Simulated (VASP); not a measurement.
Here is a VASP 6.6.1 calculation.

File INCAR:

```
ALGO     = Normal         # electronic algorithm
EDIFF    = 1E-7           # SCF threshold, eV
EDIFFG   = -0.002         # ionic threshold
ENCUT    = 500            # plane-wave cutoff, eV
GGA      = PS             # functional
GGA_COMPAT= F            
IBRION   = 2              # ionic algorithm
ISIF     = 3              # what is computed and relaxed
ISMEAR   = 0              # smearing method
IVDW     = 12             # dispersion correction
LASPH    = T              # aspherical terms in the spheres
LCHARG   = F              # write CHGCAR
LREAL    = F              # projectors in reciprocal space
LWAVE    = F              # write WAVECAR
NELM     = 120            # most SCF steps
NELMIN   = 4            
NSW      = 100            # ionic steps
PREC     = Accurate       # precision mode
SIGMA    = 0.1            # smearing width, eV
```

The input KPOINTS:

```
k-points
0
Gamma
  9 9 6
```

The input POSCAR:

```
Si2Mo
1.0
    4.5854715599      0.0000000000      0.0000000000
   -2.2927357800      3.9711348592      0.0000000000
    0.0000000000      0.0000000000      6.5797601000
Si Mo
6 3
Direct
    0.1638729800      0.8361270200      0.8333333300
    0.3277459600      0.1638729800      0.1666666700
    0.8361270200      0.6722540400      0.5000000000
    0.8361270200      0.1638729800      0.8333333300
    0.6722540400      0.8361270200      0.1666666700
    0.1638729800      0.3277459600      0.5000000000
    0.5000000000      0.0000000000      0.5000000000
    0.0000000000      0.5000000000      0.1666666700
    0.5000000000      0.5000000000      0.8333333300
```

Potentials or basis: VASP PAW PBE potentials, release 64 (Si, Mo_sv).

Command:

```bash
$ cat potpaw_PBE.64/Si/POTCAR potpaw_PBE.64/Mo_sv/POTCAR > POTCAR
$ mpirun -np 1 vasp_std > vasp.out
```

Problem. What does it give for the relaxed cell?

Solution. a = 4.530 Å, b = 4.530 Å, c = 6.514 Å, α = 90.00°, β = 90.00°, γ = 120.00°.

Problem. Predict the relaxed volume.

Solution. 12.86 Å³/atom.

Problem. Predict the dispersion energy per atom.

Solution. -0.550 eV.

Final structure:
```
Si Mo
1.0
     4.52963    0.00000    0.00000
    -2.26481    3.92277    0.00000
     0.00000    0.00000    6.51361
Si Mo
6 3
Direct
  0.16410 0.83590 0.83333
  0.32820 0.16410 0.16667
  0.83590 0.67180 0.50000
  0.83590 0.16410 0.83333
  0.67180 0.83590 0.16667
  0.16410 0.32820 0.50000
  0.50000 0.00000 0.50000
  0.00000 0.50000 0.16667
  0.50000 0.50000 0.83333
```

Caveat: the PAW data sets were made with another functional, which shifts forces and pressure a little.
